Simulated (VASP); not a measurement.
# Te (P3_121) in VASP: notebook, part 2 of 2

VASP 6.6.1.

**3. Single point, PBE (33.31 Å³/atom)**

This run uses another cell than the first one, of 33.31 Å³/atom.

File INCAR:

```
PREC = Accurate
ENCUT = 520
EDIFF = 1E-6
ISMEAR = -1
SIGMA = 0.08
LREAL = F
LASPH = T
NELM = 100
ALGO = Normal
ISIF = 2
LWAVE = F
LCHARG = F
GGA = PE
NBANDS = 16
```

File KPOINTS:

```
regular mesh
0
Gamma
  9 9 6
```

File POSCAR:

```
Te
1.0
    4.4280790977      0.0000000000      0.0000000000
   -2.2140395489      3.8348289886      0.0000000000
    0.0000000000      0.0000000000      5.8852337012
Te
3
Direct
    0.7450000000      0.0000000000      0.3333333333
    0.0000000000      0.7450000000      0.6666666667
    0.2550000000      0.2550000000      0.0000000000
```

Potentials or basis: VASP PAW PBE potentials, release 64 (Te).

Run with:

```
$ cat potpaw_PBE.64/Te/POTCAR > POTCAR
$ mpirun -np 1 vasp_std > vasp.out
```

OUTCAR:

```text
PREC = Accurate
   ENCUT = 520
   EDIFF = 1E-6
   ISMEAR = -1
   LREAL = F
   LASPH = T
   NELM = 100
   ISIF = 2
   GGA = PE

 ion  position               nearest neighbor table
   1  0.745  0.000  0.333-   3 2.77   2 2.77   3 3.50   3 3.50   2 3.50   2 3.50
   2  0.000  0.745  0.667-   3 2.77   1 2.77   3 3.50   3 3.50   1 3.50   1 3.50
   3  0.255  0.255  0.000-   1 2.77   2 2.77   2 3.50   1 3.50   1 3.50   2 3.50

  LATTYP: Found a hexagonal cell.
 ALAT       =     4.4280790977
 C/A-ratio  =     1.3290714938

  Lattice vectors:

 A1 = (   4.4280790977,   0.0000000000,   0.0000000000)
 A2 = (  -2.2140395489,   3.8348289886,   0.0000000000)
 A3 = (   0.0000000000,   0.0000000000,   5.8852337012)

Analysis of symmetry for initial positions (statically):
=====================================================================
 Subroutine PRICEL returns:
 Original cell was already a primitive cell.

 Routine SETGRP: Setting up the symmetry group for a
 hexagonal supercell.

 Subroutine GETGRP returns: Found  6 space group operations
 (whereof  2 operations were pure point group operations)
 out of a pool of 24 trial point group operations.

[... 167 lines left out ...]

 val. band max:        6.3029996174   @ k =   0.3333   0.3333   0.5000
 cond. band min:       6.7775437340   @ k =   0.0000   0.0000   0.5000
 fundamental gap:      0.4745441166
 Fermi energy:         6.3078904350

 k-point     1 :       0.0000    0.0000    0.0000
  band No.  band energies     occupation
      1      -7.7420      2.00000
      2      -4.2398      2.00000
      3      -4.2398      2.00000
      4       2.9624      2.00000
      5       3.2700      2.00000
      6       3.2700      2.00000
[... 433 lines left out ...]
      3      -3.6314      2.00000
      4       1.4441      2.00000
      5       1.8977      2.00000
      6       2.9983      2.00000
[... 8 lines left out ...]
     15      12.6893      0.00000
     16      13.1382      0.00000

 [... further k-points ...]

------------------------ aborting loop because EDIFF is reached ----------------------------------------

  FORCE on cell =-STRESS in cart. coord.  units (eV):
  Direction    XX          YY          ZZ          XY          YZ          ZX
  --------------------------------------------------------------------------------------
  -------------------------------------------------------------------------------------
  Total        2.3574459      2.3574459      3.4754742     -0.0000000     -0.0000000     -0.0000000
  in kB       37.7943801     37.7943801     55.7185188     -0.0000000     -0.0000000     -0.0000000
  external PRESSURE =      43.7690930 kB  Pullay stress =       0.0000000 kB

 VOLUME and BASIS-vectors are now :
 -----------------------------------------------------------------------------
  energy-cutoff  :      520.00
  volume of cell :       99.94
      direct lattice vectors                 reciprocal lattice vectors
     4.428079098  0.000000000  0.000000000     0.225831558  0.130383911  0.000000000
    -2.214039549  3.834828989  0.000000000     0.000000000  0.260767821  0.000000000
     0.000000000  0.000000000  5.885233701     0.000000000  0.000000000  0.169916787

 POSITION                                       TOTAL-FORCE (eV/Angst)
 -----------------------------------------------------------------------------------
      3.29892      0.00000      1.96174        -0.787207      0.000000      0.000000
     -1.64946      2.85695      3.92349         0.393604     -0.681742      0.000000
      0.56458      0.97788      0.00000         0.393604      0.681742     -0.000000
 -----------------------------------------------------------------------------------
    total drift:                                0.000000      0.000000     -0.000000

  FREE ENERGIE OF THE ION-ELECTRON SYSTEM (eV)
  ---------------------------------------------------
  free  energy   TOTEN  =        -9.3013248700 eV

  energy  without entropy=       -9.2992916907  energy(sigma->0) =       -9.30030828
```

OSZICAR:

```text
N       E                     dE             d eps       ncg     rms          rms(c)
DAV:   1     0.728885068882E+02    0.72889E+02   -0.64571E+03  1984   0.896E+02
DAV:   2    -0.467026815323E+01   -0.77559E+02   -0.73683E+02  2680   0.137E+02
DAV:   3    -0.924374769025E+01   -0.45735E+01   -0.45504E+01  2328   0.370E+01
DAV:   4    -0.932518779583E+01   -0.81440E-01   -0.81426E-01  3000   0.570E+00
DAV:   5    -0.932654006931E+01   -0.13523E-02   -0.13523E-02  2576   0.638E-01    0.132E+01
DAV:   6    -0.930572268442E+01    0.20817E-01   -0.20171E-02  2520   0.845E-01    0.842E+00
DAV:   7    -0.930213438019E+01    0.35883E-02   -0.43739E-02  2376   0.125E+00    0.329E-01
DAV:   8    -0.930124530503E+01    0.88908E-03   -0.80066E-03  2256   0.502E-01    0.199E-01
DAV:   9    -0.930128145424E+01   -0.36149E-04   -0.25833E-04  2952   0.993E-02    0.115E-01
DAV:  10    -0.930132833342E+01   -0.46879E-04   -0.42314E-05  2480   0.411E-02    0.175E-02
DAV:  11    -0.930132452560E+01    0.38078E-05   -0.17826E-05  2536   0.254E-02    0.182E-02
DAV:  12    -0.930132487003E+01   -0.34443E-06   -0.17914E-06  2104   0.773E-03
   1 F= -.93013249E+01 E0= -.93003083E+01  d E =-.203318E-02
```

stdout:

```text
POSCAR found type information on POSCAR Te
 POSCAR found :  1 types and       3 ions
 scaLAPACK will be used
 LDA part: xc-table for (Slater+PW92), standard interpolation
 POSCAR, INCAR and KPOINTS ok, starting setup
 FFT: planning ... GRIDC
 FFT: planning ... GRID_SOFT
 FFT: planning ... GRID
 WAVECAR not read
 entering main loop
```

It took 36 s on 1 thread of Intel Xeon 6975P-C (Granite Rapids), shared host; peak memory 0.27 GiB.

What came out:

```
Free energy            : -9.3013 eV
Pressure               : 4.4 GPa
Largest force          : 0.787 eV/Å
Band gap on the k mesh : 0.14 eV
```

Forces in eV/Å, atoms in the order of the input:
```
Te  -0.787  0.000  0.000
Te   0.394 -0.682  0.000
Te   0.394  0.682  0.000
```

Stress tensor (GPa, compression positive):
```
3.78 0.00 0.00
0.00 3.78 0.00
0.00 0.00 5.57
```

Caveat: the cell stands under pressure; spin-orbit coupling is left out, which moves the levels of the heavy elements. A k mesh can miss the band edges.

**4. Single point, PBE (34.33 Å³/atom)**

This run uses another cell than the first one, of 34.33 Å³/atom.

File INCAR:

```
SYSTEM = Te
  PREC = Accurate
  ENCUT = 520
  EDIFF = 1E-7
  ISMEAR = -1
  SIGMA = 0.08
  LREAL = .False.
  LASPH = .True.
  NELM = 100
  ALGO = Normal
  ISIF = 2
  LWAVE = .False.
  LCHARG = .True.
  GGA = PE
  LELF = .True.
  LVHAR = .True.
  NBANDS = 16
```

File KPOINTS:

```
Automatic mesh
0
Gamma
  9 9 6
  0 0 0
```

File POSCAR:

```
Te
1.0
    4.4728101969      0.0000000000      0.0000000000
   -2.2364050985      3.8735672569      0.0000000000
    0.0000000000      0.0000000000      5.9446845300
Te
3
Direct
    0.7450000000      0.0000000000      0.3333333333
    0.0000000000      0.7450000000      0.6666666667
    0.2550000000      0.2550000000      0.0000000000
```

Run with:

```
$ cat potpaw_PBE.64/Te/POTCAR > POTCAR
$ mpirun -np 1 vasp_std > vasp.out
```

It took 40 s on 1 thread of Intel Xeon 6975P-C (Granite Rapids), shared host; peak memory 0.27 GiB.

It converged, with:

```
Free energy            : -9.3678 eV
Pressure               : 2.6 GPa
Largest force          : 0.563 eV/Å
Band gap on the k mesh : 0.14 eV
```

Forces on the atoms (eV/Å):
```
Te  -0.563  0.000  0.000
Te   0.281 -0.487  0.000
Te   0.281  0.487  0.000
```

Stress tensor (GPa, compression positive):
```
2.34 0.00 0.00
0.00 2.34 0.00
0.00 0.00 3.21
```

Levels at points of the mesh, in eV from the valence-band top:
| k point | band 6 | band 7 | band 8 | band 9 | band 10 | band 11 | band 12 | band 13 |
| --- | --- | --- | --- | --- | --- | --- | --- | --- |
| (0.00, 0.00, 0.00) | -2.83 | -1.60 | -1.60 | -0.59 | 1.10 | 1.10 | 1.79 | 4.94 |
| (0.00, 0.00, 0.50) | -2.62 | -1.33 | -1.07 | -1.07 | 0.65 | 0.80 | 0.80 | 4.09 |

Caveat: spin-orbit coupling is left out, which moves the levels of the heavy elements. A k mesh can miss the band edges.

**5. The runs side by side**

```tsv
cell	gap on the mesh (eV)	pressure (GPa)	largest force (eV/Å)
a = 4.367, b = 4.367, c = 5.804 Å, angles 90.0, 90.0, 120.0°, 3 atoms	0.13	7.2	1.12
a = 4.428, b = 4.428, c = 5.885 Å, angles 90.0, 90.0, 120.0°, 3 atoms	0.14	4.4	0.79
a = 4.473, b = 4.473, c = 5.945 Å, angles 90.0, 90.0, 120.0°, 3 atoms	0.14	2.6	0.56
```

Alike in all rows: task single point; level PBE; potentials or basis VASP PAW PBE potentials, release 64 (Te); no spin polarisation; k mesh 9 × 9 × 6; cutoff (eV) 520; smearing fermi-dirac 0.08 eV.

Caveats: spin-orbit coupling is left out, which moves the levels of the heavy elements; the cell stands under pressure (at least some runs); forces of over 1 eV/Å act on the atoms, so gaps and moduli don't describe the material at rest (at least some runs).

Total energies depend on the potentials used, so only differences within one code and one set of settings carry meaning.

The gap in the log of VASP goes by the Fermi energy; the results here count the filled bands.